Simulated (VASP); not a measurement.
**Ir: single point with PBE**

Ir:

```xyz
1
Lattice="0.0000 1.9377 1.9377 1.9377 0.0000 1.9377 1.9377 1.9377 0.0000" Properties=species:S:1:pos:R:3 pbc="T T T"
Ir    0.0000    0.0000    0.0000
```

```yaml
Program: VASP 6.6.1
Task: single point
Functional: PBE
Potentials_or_basis: VASP PAW PBE potentials, release 64 (Ir)
Cutoff: 500 eV
k_mesh: 8 × 8 × 8
Occupations: methfessel-paxton, width 0.0283 eV
Spin: no spin polarisation
```

```
Pressure : 0.4 GPa
```

Levels at points of the mesh, in eV from the Fermi level:
```
           k point  band 1  band 2  band 3  band 4  band 5  band 6  band 7  band 8
(0.00, 0.00, 0.00)  -10.88   -3.78   -3.78   -3.78   -1.20   -1.20   14.30   19.74
(0.50, 0.00, 0.00)   -7.87   -3.87   -3.87   -0.75    0.79    0.79    6.92   13.85
(0.50, 0.50, 0.00)   -7.65   -7.10    0.77    1.34    1.34    1.64   10.07   11.51
```

Run time: 9.7 s on 1 thread of AMD EPYC 7R13, on a shared host, peak memory 0.1 GiB.

Caveat: spin-orbit coupling is left out, which moves the levels of the heavy elements.
